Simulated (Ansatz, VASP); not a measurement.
## HfB in VASP and in Ansatz

```xyz
2
Lattice="3.4551 0.0000 0.0000 -1.7276 2.9922 0.0000 0.0000 0.0000 2.9158" Properties=species:S:1:pos:R:3 pbc="T T T"
Hf    0.0000    0.0000    0.0000
B     1.7276    0.9974    1.4579
```

Change from the starting cell: species swapped into the WC type (P-6m2, No. 187).

Alike in both runs: functional PBE; k mesh 18 × 18 × 20; occupations gaussian, width 0.1 eV; no spin polarisation.

Ansatz relaxed the structure, and its values are those at the end. VASP's run is a single point on that final structure, the one shown.

|  | VASP | Ansatz |
| --- | --- | --- |
| version | VASP 6.6.1 | Ansatz 0.2.0 |
| potentials or method | VASP PAW PBE potentials, release 64 (Hf_pv, B), cutoff 520 eV | scalar-relativistic, plane waves, PAW |
| valence electrons in the cell | 13 | 29 |

|  | VASP | Ansatz | Ansatz less VASP |
| --- | --- | --- | --- |
| gap on the k mesh at the Fermi level (eV) | none | none | - |
| pressure (GPa) | -0.3 | 0.0 | +0.31 |

A gap of «none» marks a metal or a gap that the smearing closes. VASP's potentials hold 13 valence electrons a cell and Ansatz's 29, so a difference there can come from the potentials and not from the codes.

Neither program's run includes spin-orbit coupling.
